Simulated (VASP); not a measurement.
Sb, 1 atom in the cell. It takes space group Pm-3m (No. 221, cubic). The conventional cell has a = 3.085 Å, b = 3.085 Å, c = 3.085 Å, α = 90.00°, β = 90.00°, γ = 90.00°. Within 4.1 Å of Sb (site symmetry m-3m) lie 6 Sb at 3.08 Å. This isn't the form of Sb at room conditions, which is rhombohedral.

```yaml
Program: VASP 6.6.1
Task: relaxation of cell and atoms
Functional: PBEsol
Potentials_or_basis: VASP PAW PBE potentials, release 64 (Sb)
Cutoff: 500 eV
k_mesh: 10 × 10 × 10
Occupations: fermi-dirac, width 0.1 eV
Spin: no spin polarisation
Dipole_correction: no
Further_INCAR_settings: ALGO = Normal; EDIFF = 1e-07; IBRION = 2; EDIFFG = -0.01; NSW = 80; ISIF = 3
```

Potentials or basis: VASP PAW PBE potentials, release 64 (Sb).

Command:

```bash
$ cat potpaw_PBE.64/Sb/POTCAR > POTCAR
$ mpirun -np 1 vasp_std > vasp.out
```

Hardware: 1 thread of Intel(R) Xeon(R) 6975P-C (Granite Rapids), on a shared host.

Q: Estimate the wall time of this run.

A: Wall time 6.3 s on 1 thread of Intel(R) Xeon(R) 6975P-C (Granite Rapids), on a shared host, peak memory 0.14 GiB. Counts: scf iterations 25, k points 56, ion steps 3.
